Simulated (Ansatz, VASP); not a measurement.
# Co in VASP and in Ansatz

INCAR

```
AGGAC = 1.0
AGGAX = 1.0
ALDAC = 0.0
ALDAX = 1.0
ALGO = Normal
EDIFF = 1E-7
ENCUT = 520
GGA = B5
ISIF = 2
ISMEAR = -1
LASPH = True
LCHARG = False
LREAL = False
LWAVE = False
NBANDS = 16
NELM = 80
PREC = Accurate
SIGMA = 0.1
```

The input KPOINTS:

```
k-points
0
Gamma
  16 16 11
```

Contents of POSCAR:

```
Co
1.0
   -2.1557361238      2.1557532707      1.2268661237
    2.1557532707     -2.1557361238      1.2268661237
    2.1566429093      2.1566429093     -1.2268347191
Co
2
Direct
    0.0000023959      0.9999976041      1.0000000000
    0.7499976041      0.2500023959      0.5000000000
```

Input for Ansatz:

```yaml
crystal:
  lattice:
    - [-2.1557361238, 2.1557532707, 1.2268661237]
    - [2.1557532707, -2.1557361238, 1.2268661237]
    - [2.1566429093, 2.1566429093, -1.2268347191]
  atoms:
    - { symbol: Co, position: [2.3959e-06, 0.9999976041, 1.0] }
    - { symbol: Co, position: [0.7499976041, 0.2500023959, 0.5] }
hamiltonian:
  xc: blyp
  pseudopotentials:
    kind: paw
    azcp:
      Co: "pseudopotentials/Co.paw.azcp"
basis:
  ecutwfc: 420
  fft_grid_basis: typed
kpoints:
  mp_grid: { grid: [16, 16, 11], shift: [0, 0, 0] }
magnetization:
  spin_polarized: false
scf:
  occupations: { method: fermi_dirac, width: 0.1 }
  lower_state_search: "off"
output:
  stress: true
  write_density: true
  write_potential: true
  elf: true
  volumetric_format: npy
```

Alike in both runs: task single point; functional BLYP; k mesh 16 × 16 × 11; occupations fermi-dirac, width 0.1 eV; no spin polarisation.

|  | VASP | Ansatz |
| --- | --- | --- |
| version | VASP 6.6.1 | Ansatz 0.2.0 |
| potentials or method | VASP PAW PBE potentials, release 64 (Co), cutoff 520 eV | plane waves (420 eV) with PAW, scalar-relativistic |
| valence electrons in the cell | 18 | 34 |

```csv
,VASP,Ansatz,Ansatz less VASP
pressure (GPa),7.6,8.1,+0.48
"traceless stress, the component that is largest in VASP (GPa)",-0.49,-0.60,-0.111
```

VASP's potentials were made for PBE, not for BLYP. The functional is the same, so the differences come from potentials, cutoffs and numerics. VASP's potentials hold 18 valence electrons a cell and Ansatz's 34, so a difference there can come from the potentials and not from the codes. Ansatz's warnings: near symmetry operations not taken.
